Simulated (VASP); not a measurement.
Input of a VASP 6.6.1 run:

INCAR

```
SYSTEM = RuBr2
PREC = Accurate
ENCUT = 520
EDIFF = 1E-7
ISMEAR = 0
SIGMA = 0.05
LREAL = .False.
LASPH = .True.
NELM = 150
ALGO = Normal
ISIF = 2
LWAVE = .False.
LCHARG = .True.
ISPIN = 2
MAGMOM = 1 0 0
LORBIT = 11
LMAXMIX = 4
LDAU = .True.
LDAUTYPE = 2
LDAUL = 2 -1
LDAUU = 2 0
LDAUJ = 0 0
LDAUPRINT = 1
GGA = PS
LELF = .True.
LVHAR = .True.
NBANDS = 25
```

KPOINTS

```
regular mesh
0
Gamma
  5 5 5
  0 0 0
```

POSCAR

```
RuBr2
1.0
    0.0000000000      3.1637246900      3.1637246900
    3.1637246900      0.0000000000      3.1637246900
    3.1637246900      3.1637246900      0.0000000000
Ru Br
1 2
Direct
    0.0000000000      0.0000000000      0.0000000000
    0.2500000000      0.2500000000      0.2500000000
    0.7500000000      0.7500000000      0.7500000000
```

Potentials or basis: VASP PAW PBE potentials, release 64 (Ru_pv, Br).

Command:

```console
$ cat potpaw_PBE.64/Ru_pv/POTCAR potpaw_PBE.64/Br/POTCAR > POTCAR
$ mpirun -np 1 vasp_std > vasp.out
```

(1) Predict the net moment.

(2) Predict the pressure.

(3) Estimate the site moments.

Results:

(1) 0.13 μB per cell.

(2) -3.1 GPa.

(3) Ru +0.12; Br +0.00 μB.

Caveat: the PAW data sets were made with another functional, which shifts forces and pressure a little.
